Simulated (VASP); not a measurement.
# Pr (Fm-3m) in VASP: a series of runs, part 2 of 2

VASP 6.6.1. Earlier steps stand in the parts before.

### Step 3. Single point, r2SCAN

This run uses another cell than the first one, of 24.34 Å³/atom, 1.031 times its volume.

POSCAR reads:

```
Pr
1.0
    0.0000000000      2.3001292082      2.3001292082
    2.3001292082      0.0000000000      2.3001292082
    2.3001292082      2.3001292082      0.0000000000
Pr
1
Direct
    0.0000000000      0.0000000000      0.0000000000
```

INCAR.step1 reads:

```
PREC = Accurate
ENCUT = 520
ISMEAR = -1
SIGMA = 0.1
LREAL = False
LASPH = True
NELM = 100
NBANDS = 12
GGA = PE
ALGO = Normal
EDIFF = 1E-4
LWAVE = True
LCHARG = False
```

INCAR.step2 reads:

```
PREC = Accurate
ENCUT = 520
EDIFF = 1E-6
ISMEAR = -1
SIGMA = 0.1
LREAL = False
LASPH = True
NELM = 100
ALGO = Normal
ISIF = 2
LWAVE = False
LCHARG = False
METAGGA = R2SCAN
LMIXTAU = True
NBANDS = 12
ISTART = 1
```

KPOINTS reads:

```
Automatic mesh
0
Gamma
  13 13 13
```

Potentials or basis: VASP PAW PBE potentials, release 64 (Pr).

On the command line:

```sh
$ cat potpaw_PBE.64/Pr/POTCAR > POTCAR
$ cp INCAR.step1 INCAR
$ mpirun -np 1 vasp_std > vasp.out
$ cp INCAR.step2 INCAR
$ mpirun -np 1 vasp_std > vasp.out
```

OUTCAR:

```text
PREC = Accurate
   ENCUT = 520
   EDIFF = 1E-6
   ISMEAR = -1
   LREAL = False
   LASPH = True
   NELM = 100
   ISIF = 2
   METAGGA = R2SCAN
   ISTART = 1

 ion  position               nearest neighbor table
   1  0.000  0.000  0.000-

  LATTYP: Found a face centered cubic cell.
 ALAT       =     4.6002584164

  Lattice vectors:

 A1 = (   0.0000000000,   2.3001292082,   2.3001292082)
 A2 = (   2.3001292082,   0.0000000000,   2.3001292082)
 A3 = (   2.3001292082,   2.3001292082,   0.0000000000)

Analysis of symmetry for initial positions (statically):
=====================================================================
 Subroutine PRICEL returns:
 Original cell was already a primitive cell.

 Routine SETGRP: Setting up the symmetry group for a
 face centered cubic supercell.

 Subroutine GETGRP returns: Found 48 space group operations
 (whereof 48 operations were pure point group operations)
 out of a pool of 48 trial point group operations.

The static configuration has the point symmetry O_h .

Analysis of symmetry for dynamics (positions and initial velocities):
=====================================================================
 Subroutine PRICEL returns:
 Original cell was already a primitive cell.

 Routine SETGRP: Setting up the symmetry group for a
 face centered cubic supercell.

 Subroutine GETGRP returns: Found 48 space group operations
 (whereof 48 operations were pure point group operations)
 out of a pool of 48 trial point group operations.

The dynamic configuration has the point symmetry O_h .

 Subroutine INISYM returns: Found 48 space group operations
 (whereof 48 operations are pure point group operations),
 and found     1 'primitive' translations

----------------------------------------------------------------------------------------

                                     Primitive cell

  volume of cell :      24.3381

  direct lattice vectors                    reciprocal lattice vectors
     0.000000000  2.300129208  2.300129208    -0.217379093  0.217379093  0.217379093
     2.300129208  0.000000000  2.300129208     0.217379093 -0.217379093  0.217379093
     2.300129208  2.300129208  0.000000000     0.217379093  0.217379093 -0.217379093

  length of vectors
     3.252873921  3.252873921  3.252873921     0.376511633  0.376511633  0.376511633

  position of ions in fractional coordinates (direct lattice)
     0.000000000  0.000000000  0.000000000

  ion indices of the primitive-cell ions
   primitive index   ion index
                 1           1

----------------------------------------------------------------------------------------

 KPOINTS: Automatic mesh

Automatic generation of k-mesh.
 Grid dimensions read from file:
 generate k-points for:   13   13   13

 Generating k-lattice:

  Cartesian coordinates                     Fractional coordinates (reciprocal lattice)
    -0.016721469  0.016721469  0.016721469     0.076923077  0.000000000  0.000000000
     0.016721469 -0.016721469  0.016721469     0.000000000  0.076923077  0.000000000
     0.016721469  0.016721469 -0.016721469     0.000000000  0.000000000  0.076923077

  Length of vectors
     0.028962433  0.028962433  0.028962433

  Shift w.r.t. Gamma in fractional coordinates (k-lattice)
     0.000000000  0.000000000  0.000000000

 Subroutine IBZKPT returns following result:
 ===========================================

 Found     84 irreducible k-points:

 Following reciprocal coordinates:
            Coordinates               Weight
  0.000000  0.000000  0.000000      1.000000
  0.076923  0.000000  0.000000      8.000000
  0.153846  0.000000  0.000000      8.000000
  0.230769  0.000000  0.000000      8.000000
  0.307692  0.000000  0.000000      8.000000
  0.384615  0.000000  0.000000      8.000000
[... 16 lines left out ...]
  0.384615  0.153846  0.000000     24.000000
  0.461538  0.153846  0.000000     24.000000
 [... further k-points ...]
   k-points           NKPTS =     84   k-points in BZ     NKDIM =     84   number of bands    NBANDS=     12
   number of dos      NEDOS =    301   number of ions     NIONS =      1
   total plane-waves  NPLWV =  13824
   dimension x,y,z NGX =    24 NGY =   24 NGZ =   24
   dimension x,y,z NGXF=    48 NGYF=   48 NGZF=   48
   ions per type =               1
   NGX,Y,Z   is equivalent  to a cutoff of  12.27, 12.27, 12.27 a.u.
   NGXF,Y,Z  is equivalent  to a cutoff of  24.53, 24.53, 24.53 a.u.
 SYSTEM =  unknown system
   PREC   = accura    normal or accurate (medium, high low for compatibility)
   ISTART =      1    job   : 0-new  1-cont  2-samecut
   ICHARG =      0    charge: 1-file 2-atom 10-const
   ISPIN  =      1    spin polarized calculation?
   LNONCOLLINEAR =      F non collinear calculations
   LSORBIT =      F    spin-orbit coupling
   LASPH  =      T    aspherical Exc in radial PAW
   ENCUT  =  520.0 eV  38.22 Ry    6.18 a.u.   6.05  6.05  6.05*2*pi/ulx,y,z
   NELM   =    100;   NELMIN=  2; NELMDL=  0     # of ELM steps
   EDIFF  = 0.1E-05   stopping-criterion for ELM
   LREAL  =      F    real-space projection
   EDIFFG = 0.1E-04   stopping-criterion for IOM
   NSW    =      0    number of steps for IOM
   IBRION =     -1    ionic relax: 0-MD 1-quasi-New 2-CG
   NFREE  =      0    steps in history (QN), initial steepest desc. (CG)
   ISIF   =      2    stress and relaxation
   ISYM   =      2    0-nonsym 1-usesym 2-fastsym
   POTIM  = 0.5000    time-step for ionic-motion
   TEBEG  =    0.0;   TEEND  =   0.0 temperature during run
   PSTRESS=    0.0 pullay stress
   NELECT =      13.0000    total number of electrons
   NUPDOWN=      -1.0000    fix difference up-down
   EMIN   =  10.00;   EMAX   =-10.00  energy-range for DOS
   EFERMI =   0.00;   METHOD = LEGACY
   ISMEAR =    -1;   SIGMA  =   0.10  broadening in eV -4-tet -1-fermi 0-gaus
   EFERMI_NEDOS =   21; number of points for ismear=-14 and -15
   IALGO  =     38    algorithm
   IMIX   =      4    mixing-type and parameters
     AMIX     =   0.40;   BMIX     =  1.00
     AMIX_MAG =   1.60;   BMIX_MAG =  1.00
  volume/ion in A,a.u.               =      24.34       164.24
  Fermi-wavevector in a.u.,A,eV,Ry     =   1.328292  2.510109 24.005588  1.764361
  Thomas-Fermi vector in A             =   2.457541
   LORBIT       =      0    0 simple, 1 ext, 2 COOP (PROOUT), +10 PAW based schemes
   METAGGA = R2SCAN    functional components
   LHFCALC =     F    Hartree Fock is set to
   AEXX    =    0.0000 exact exchange contribution
   IVDW    =     0    specifies the selected vdW correction
   LEPSILON=     F    determine dielectric tensor
   LRPA    =     F    only Hartree local field effects (RPA)
 non-spin polarized calculation
  energy-cutoff  :      520.00
  volume of cell :       24.34
 maximum number of plane-waves:       666
   NGX = 13   NGY = 13   NGZ = 13

 number of electron      13.0000002 magnetization

 Free energy of the ion-electron system (eV)
  ---------------------------------------------------
  ext. energy  EPLUGINS =         0.00000000
  ---------------------------------------------------
  free energy    TOTEN  =       -30.08167574 eV

  energy without entropy =      -29.87622535  energy(sigma->0) =      -29.97895055

 E-fermi :   9.3511     XC(G=0): -12.5709

 val. band max:        9.3510384794   @ k =  -0.4615   0.3077   0.1538
 cond. band min:       9.3636303530   @ k =  -0.0769   0.0769   0.0000
 fundamental gap:      0.0125918736
 Fermi energy:         9.3511266059

 k-point     1 :       0.0000    0.0000    0.0000
  band No.  band energies     occupation
      1     -28.1208      2.00000
      2      -7.8290      2.00000
      3      -7.8290      2.00000
      4      -7.8290      2.00000
      5       6.3383      2.00000
      6       8.5557      1.99930
      7       9.3379      1.06596
      8       9.3380      1.06554
      9       9.3380      1.06553
     10      10.4213      0.00005
     11      10.4213      0.00005
     12      10.4213      0.00005

 k-point     2 :       0.0769    0.0000    0.0000
  band No.  band energies     occupation
      1     -28.0870      2.00000
      2      -8.0565      2.00000
      3      -7.8533      2.00000
      4      -7.8532      2.00000
      5       6.6356      2.00000
      6       8.5102      1.99955
      7       9.3148      1.17973
      8       9.3505      1.00310
      9       9.3506      1.00282
     10      10.2950      0.00016
     11      10.2951      0.00016
     12      10.4227      0.00004
[... 316 lines left out ...]
 k-point    24 :       0.4615    0.1538    0.0000
  band No.  band energies     occupation
      1     -27.4721      2.00000
      2     -10.7230      2.00000
      3      -8.6563      2.00000
      4      -8.4182      2.00000
      5       7.7378      2.00000
      6       8.6683      1.99784
      7       9.4173      0.68076
      8       9.6684      0.08043
      9       9.6845      0.06887
     10       9.9098      0.00747
     11       9.9242      0.00647
     12      10.1293      0.00083

 [... further k-points ...]
[... 5 lines left out ...]
  --------------------------------------------------------------------------------------
  -------------------------------------------------------------------------------------
  Total        0.0381362      0.0381362      0.0381362      0.0000000     -0.0000000      0.0000000
  in kB        2.5105045      2.5105045      2.5105045      0.0000000     -0.0000000      0.0000000
  external PRESSURE =       2.5105045 kB  Pullay stress =       0.0000000 kB

 VOLUME and BASIS-vectors are now :
 -----------------------------------------------------------------------------
  energy-cutoff  :      520.00
  volume of cell :       24.34
      direct lattice vectors                 reciprocal lattice vectors
     0.000000000  2.300129208  2.300129208    -0.217379093  0.217379093  0.217379093
     2.300129208  0.000000000  2.300129208     0.217379093 -0.217379093  0.217379093
     2.300129208  2.300129208  0.000000000     0.217379093  0.217379093 -0.217379093

 POSITION                                       TOTAL-FORCE (eV/Angst)
 -----------------------------------------------------------------------------------
      0.00000      0.00000      0.00000         0.000000      0.000000      0.000000
 -----------------------------------------------------------------------------------
    total drift:                               -0.000000     -0.000000     -0.000000

  FREE ENERGIE OF THE ION-ELECTRON SYSTEM (eV)
  ---------------------------------------------------
  free  energy   TOTEN  =       -30.0816757417 eV

  energy  without entropy=      -29.8762253546  energy(sigma->0) =      -29.97895055
```

Run time: 2.9 min. Hardware: 1 thread of AMD EPYC 7R43 (Zen 3), shared host; peak memory 0.13 GiB.

Results:

```yaml
Free_energy: -30.0817 eV
Pressure: 0.3 GPa
```

Levels at points of the mesh, in eV from the Fermi level:
```tsv
k point	band 3	band 4	band 5	band 6	band 7	band 8	band 9	band 10
(0.00, 0.00, 0.00)	-17.18	-17.18	-3.01	-0.80	-0.01	-0.01	-0.01	1.07
```

Caveat: the PAW data sets were made with another functional, which shifts forces and pressure a little; spin-orbit coupling is left out, which moves the levels of the heavy elements. Spin polarisation is off, so any magnetic state and its effect on volume and gap are missing.
